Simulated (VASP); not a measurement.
# BN (R3m) in VASP: a series of runs, part 2 of 2

VASP 6.6.1.

## 3. Relaxation of cell and atoms, PBEsol

This run uses another cell than the first one, of 9.14 Å³/atom, 0.967 times its volume.

INCAR

```
SYSTEM = BN
PREC = Accurate
ENCUT = 910
EDIFF = 1E-7
ISMEAR = 0
SIGMA = 0.02
LREAL = .FALSE.
LASPH = .TRUE.
NELM = 120
ALGO = Normal
ISIF = 3
LWAVE = .FALSE.
LCHARG = .FALSE.
GGA = PS
IBRION = 2
NSW = 100
EDIFFG = -0.005
GGA_COMPAT = .FALSE.
NELMIN = 4
```

KPOINTS

```
Automatic mesh
0
G
  12 12 12
  0 0 0
```

POSCAR

```
BN
1.0
    1.2511217832      0.7223354983      3.3729344033
   -1.2511217832      0.7223354983      3.3729344033
    0.0000000000     -1.4446709967      3.3729344033
B N
1 1
Direct
    0.9996712000      0.9996712000      0.9996712000
    0.3327618000      0.3327618000      0.3327618000
```

Potentials or basis: VASP PAW PBE potentials, release 64 (B_h, N_h).

Started as:

```bash
$ cat potpaw_PBE.64/B_h/POTCAR potpaw_PBE.64/N_h/POTCAR > POTCAR
$ mpirun -np 1 vasp_std > vasp.out
```

OUTCAR:

```text
SYSTEM = BN
   PREC = Accurate
   ENCUT = 910
   EDIFF = 1E-7
   ISMEAR = 0
   LREAL = .FALSE.
   LASPH = .TRUE.
   NELM = 120
   ISIF = 3
   GGA = PS
   IBRION = 2
   NSW = 100
   EDIFFG = -0.005
   NELMIN = 4

 ion  position               nearest neighbor table
   1  1.000  1.000  1.000-   2 1.44   2 1.44   2 1.44
   2  0.333  0.333  0.333-   1 1.44   1 1.44   1 1.44

  LATTYP: Found a trigonal (rhomboedric) cell.
 ALAT       =     3.6692997666
 COS(alpha) =     0.7674786796

  Lattice vectors:

 A1 = (   1.2511217832,   0.7223354983,   3.3729344033)
 A2 = (  -1.2511217832,   0.7223354983,   3.3729344033)
 A3 = (   0.0000000000,  -1.4446709967,   3.3729344033)

Analysis of symmetry for initial positions (statically):
=====================================================================
 Subroutine PRICEL returns:
 Original cell was already a primitive cell.

 Routine SETGRP: Setting up the symmetry group for a
 trigonal (rhombohedral) supercell.

 Subroutine GETGRP returns: Found  6 space group operations
 (whereof  6 operations were pure point group operations)
 out of a pool of 12 trial point group operations.

The static configuration has the point symmetry C_3v.

Analysis of symmetry for dynamics (positions and initial velocities):
=====================================================================
 Subroutine PRICEL returns:
 Original cell was already a primitive cell.

 Routine SETGRP: Setting up the symmetry group for a
 trigonal (rhombohedral) supercell.

 Subroutine GETGRP returns: Found  6 space group operations
 (whereof  6 operations were pure point group operations)
 out of a pool of 12 trial point group operations.

The dynamic configuration has the point symmetry C_3v.

 Subroutine INISYM returns: Found  6 space group operations
[... 122 lines left out ...]
   GGA     = PS    functional components
   LHFCALC =     F    Hartree Fock is set to
   AEXX    =    0.0000 exact exchange contribution
   IVDW    =     0    specifies the selected vdW correction
   LEPSILON=     F    determine dielectric tensor
   LRPA    =     F    only Hartree local field effects (RPA)
 conjugate gradient relaxation of ions
 non-spin polarized calculation
 Gauss-broadening in eV      SIGMA  =   0.02
  energy-cutoff  :      910.00
  volume of cell :       18.29
 maximum number of plane-waves:      1155
   NGX = 19   NGY = 19   NGZ = 19

--------------------------------------- Ionic step        1  -------------------------------------------

 number of electron       8.0000000 magnetization

 Free energy of the ion-electron system (eV)
  ---------------------------------------------------
  ext. energy  EPLUGINS =         0.00000000
  ---------------------------------------------------
  free energy    TOTEN  =       -18.31266557 eV

  energy without entropy =      -18.31266557  energy(sigma->0) =      -18.31266557

------------------------ aborting loop because EDIFF is reached ----------------------------------------

  FORCE on cell =-STRESS in cart. coord.  units (eV):
  Direction    XX          YY          ZZ          XY          YZ          ZX
  --------------------------------------------------------------------------------------
  -------------------------------------------------------------------------------------
  Total        0.0847240      0.0847240      0.0145798      0.0000000     -0.0000000      0.0000000
  in kB        7.4219729      7.4219729      1.2772133      0.0000000     -0.0000000      0.0000000
  external PRESSURE =       5.3737197 kB  Pullay stress =       0.0000000 kB
[... 167 lines left out ...]
--------------------------------------- Ionic step        6  -------------------------------------------

 number of electron       8.0000000 magnetization

 Free energy of the ion-electron system (eV)
  ---------------------------------------------------
  ext. energy  EPLUGINS =         0.00000000
  ---------------------------------------------------
  free energy    TOTEN  =       -18.31273822 eV

  energy without entropy =      -18.31273822  energy(sigma->0) =      -18.31273822

 E-fermi :   3.2848     XC(G=0): -10.2786

 val. band max:        3.1232041772   @ k =  -0.3333   0.3333   0.0000
 cond. band min:       7.3062626124   @ k =   0.5000   0.5000  -0.0000
 fundamental gap:      4.1830584353
 Fermi energy:         3.2848348951

 k-point     1 :       0.0000    0.0000    0.0000
  band No.  band energies     occupation
      1     -14.5995      2.00000
      2      -1.0744      2.00000
      3       1.8565      2.00000
      4       1.8565      2.00000
      5       8.0903      0.00000
      6      14.7551      0.00000
      7      14.7551      0.00000
      8      16.2231      0.00000
[... 243 lines left out ...]
 k-point    24 :      -0.4167    0.1667    0.0000
  band No.  band energies     occupation
      1     -11.1292      2.00000
      2      -5.4806      2.00000
      3      -2.2795      2.00000
      4       2.8011      2.00000
      5       8.2420      0.00000
      6      14.5236      0.00000
      7      16.4977      0.00000
      8      17.3453      0.00000

 [... further k-points ...]
[... 5 lines left out ...]
  --------------------------------------------------------------------------------------
  -------------------------------------------------------------------------------------
  Total       -0.0032500     -0.0032500      0.0089013     -0.0000000     -0.0000000      0.0000000
  in kB       -0.2839374     -0.2839374      0.7776731     -0.0000000     -0.0000000      0.0000000
  external PRESSURE =       0.0699328 kB  Pullay stress =       0.0000000 kB
[... 17 lines left out ...]
  FREE ENERGIE OF THE ION-ELECTRON SYSTEM (eV)
  ---------------------------------------------------
  free  energy   TOTEN  =       -18.3127382223 eV

  energy  without entropy=      -18.3127382223  energy(sigma->0) =      -18.31273822

 reached required accuracy - stopping structural energy minimisation
```

OSZICAR:

```text
N       E                     dE             d eps       ncg     rms          rms(c)
DAV:   1     0.277419283989E+02    0.27742E+02   -0.58880E+03  3072   0.134E+03
DAV:   2    -0.182755632168E+02   -0.46017E+02   -0.44061E+02  4344   0.177E+02
DAV:   3    -0.199938937834E+02   -0.17183E+01   -0.17183E+01  3368   0.449E+01
DAV:   4    -0.200063189080E+02   -0.12425E-01   -0.12425E-01  5416   0.355E+00
[... 39 lines left out ...]
DAV:   1    -0.183128078185E+02   -0.78946E-04   -0.30525E-03  3024   0.596E-01    0.408E-02
DAV:   2    -0.183127516759E+02    0.56143E-04   -0.15170E-04  3944   0.933E-02    0.162E-02
DAV:   3    -0.183127400442E+02    0.11632E-04   -0.25411E-05  4256   0.405E-02    0.594E-03
DAV:   4    -0.183127382695E+02    0.17747E-05   -0.56437E-06  4552   0.170E-02    0.145E-03
DAV:   5    -0.183127382223E+02    0.47183E-07   -0.70776E-07  3784   0.589E-03
   6 F= -.18312738E+02 E0= -.18312738E+02  d E =-.133636E-04
```

CONTCAR:

```text
BN
   1.00000000000000
     1.2519963360977844    0.7228404216509188    3.3773092023420697
    -1.2519963360977844    0.7228404216509188    3.3773092023420697
     0.0000000000000000   -1.4456808434020374    3.3773092023420976
  B               N
     1     1
Direct
     0.9996406575390130    0.9996406575390130    0.9996406575390130
     0.3327923424609887    0.3327923424609887    0.3327923424609887

  0.00000000E+00  0.00000000E+00  0.00000000E+00
  0.00000000E+00  0.00000000E+00  0.00000000E+00
```

Run time: 1.9 min. Hardware: 1 thread of Intel Xeon 6975P-C (Granite Rapids), shared host; peak memory 0.24 GiB.

Results:

```yaml
Free_energy: -18.3127 eV
Relaxed_volume: 9.17 Å³/atom
Relaxed_cell: a = 3.674 Å, b = 3.674 Å, c = 3.674 Å, α = 39.85°, β = 39.85°, γ = 39.85°
Space_group_after_relaxing_to_0.05_Å: R3m (No. 160)
Energy_gained_by_relaxing: 0.0 meV/atom
Ionic_steps: 6
Pressure_after_relaxing: 0.0 GPa
Largest_force_after_relaxing: 0.005 eV/Å
Band_gap_on_the_k_mesh: 4.18 eV, indirect (least direct gap 4.64 eV)
```

Forces in eV/Å, atoms in the order of the input:
```
B    0.000  0.000  0.005
N    0.000  0.000 -0.005
```

Stress tensor (GPa, compression positive):
```
-0.03  0.00  0.00
 0.00 -0.03  0.00
 0.00  0.00  0.08
```

Final structure:
```
B N
1.0
     1.25200    0.72284    3.37731
    -1.25200    0.72284    3.37731
     0.00000   -1.44568    3.37731
B N
1 1
Direct
  0.99964 0.99964 0.99964
  0.33279 0.33279 0.33279
```

Caveat: the cutoff is under 1.25 times the usual one of these potentials, so pressure, stress and relaxed cells hold a basis-set (Pulay) error; the PAW data sets were made with another functional, which shifts forces and pressure a little. A k mesh can miss the band edges.
